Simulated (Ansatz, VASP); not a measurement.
# Two plane-wave programs on Al2Cu

File POSCAR:

```
Al2Cu
1.0
    3.9653874331      0.0000000000      0.0000000000
    0.0000000000      3.9653874331      0.0000000000
    0.0000000000      0.0000000000      2.7657856321
Al Cu
2 1
Direct
    0.5000000000      0.0000000000      0.5000000000
    0.0000000000      0.5000000000      0.5000000000
    0.0000000000      0.0000000000      0.0000000000
```

File INCAR.step1:

```
PREC = Accurate
ENCUT = 520
ISMEAR = 0
SIGMA = 0.15
LREAL = F
LASPH = T
NELM = 100
NBANDS = 16
GGA = PE
ALGO = Normal
EDIFF = 1E-4
LWAVE = T
LCHARG = F
```

INCAR.step2

```
PREC = Accurate
ENCUT = 520
EDIFF = 1E-6
ISMEAR = 0
SIGMA = 0.15
LREAL = F
LASPH = T
NELM = 100
ALGO = Normal
ISIF = 2
LWAVE = F
LCHARG = F
METAGGA = R2SCAN
LMIXTAU = T
NBANDS = 16
ISTART = 1
```

File KPOINTS:

```
regular mesh
0
Gamma
  12 12 16
```

Input for Ansatz:

```yaml
crystal:
  lattice:
    - [3.9653874331, 0.0, 0.0]
    - [0.0, 3.9653874331, 0.0]
    - [0.0, 0.0, 2.7657856321]
  atoms:
    - { symbol: Al, position: [0.5, 0.0, 0.5] }
    - { symbol: Al, position: [0.0, 0.5, 0.5] }
    - { symbol: Cu, position: [0.0, 0.0, 0.0] }
basis:
  ecutwfc: 500
kpoints:
  mp_grid: { grid: [12, 12, 16] }
hamiltonian:
  xc: r2scan
scf:
  occupations: { method: gaussian, width: 0.15 }
output:
  forces: true
  stress: true
  eigenvalues: true
```

Change from the starting cell: strain -0.030 along x and y, -0.030 along z, atoms carried along.

Alike in both runs: task single point; functional r2SCAN; k mesh 12 × 12 × 16; occupations gaussian, width 0.15 eV; no spin polarisation.

|  | VASP | Ansatz |
| --- | --- | --- |
| version | VASP 6.6.1 | Ansatz 0.2.0 |
| potentials or method | VASP PAW PBE potentials, release 64 (Al, Cu), cutoff 520 eV | scalar-relativistic, plane waves, PAW |
| valence electrons in the cell | 17 | 25 |

|  | VASP | Ansatz | Ansatz less VASP |
| --- | --- | --- | --- |
| gap on the k mesh at the Fermi level (eV) | none | none | - |
| pressure (GPa) | 11.2 | 11.5 | +0.32 |
| traceless stress, the component that is largest in VASP (GPa) | -0.44 | -0.47 | -0.029 |

VASP's potentials were made for PBE, not for r2SCAN. A gap of «none» marks a metal or a gap that the smearing closes. The functional is the same, so the differences come from potentials, cutoffs and numerics. VASP's potentials hold 17 valence electrons a cell and Ansatz's 25, so a difference there can come from the potentials and not from the codes.
